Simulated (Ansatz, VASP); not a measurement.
Two plane-wave programs on MnS

```
Mn S
1.0
     0.00000    2.80000    2.80000
     2.80000    0.00000    2.80000
     2.80000    2.80000    0.00000
Mn S
1 1
Cartesian
  0.0840 0.0840 0.0000
  1.4000 1.4000 1.4000
```

Alike in both runs: task single point; functional PBEsol; dispersion D3(BJ); k mesh 5 × 5 × 5; occupations fermi-dirac, width 0.01 eV; collinear spin.

|  | VASP | Ansatz |
| --- | --- | --- |
| version | VASP 6.6.1 | Ansatz 0.2.0 |
| potentials or method | VASP PAW PBE potentials, release 64 (Mn_pv, S), cutoff 520 eV | plane waves, PAW |
| valence electrons in the cell | 19 | 21 |

Ansatz gave:

```
gap on the k mesh at the Fermi level (eV)                     : none
rms of the force components (eV/Å)                            : 0.344
net moment per atom (μB)                                      : 2.44
size of the moment on the site where the two differ most (μB) : 4.05
```

Task: What did VASP give for the same quantities?

Result: gap on the k mesh at the Fermi level (eV): none; rms of the force components (eV/Å): 0.345; net moment per atom (μB): 2.44; size of the moment on the site where the two differ most (μB): 4.29.

VASP's potentials were made for PBE, not for PBEsol. Site moments also hang on the region over which each program counts them. Atom by atom the forces differ by 0.001 eV/Å (rms over components). A gap of «none» marks a metal or a gap that the smearing closes. VASP's potentials hold 19 valence electrons a cell and Ansatz's 21, so a difference there can come from the potentials and not from the codes. Ansatz's warnings: given moment on shells, stability check not made.

The k mesh is coarse, so the values compare programs but aren't converged.
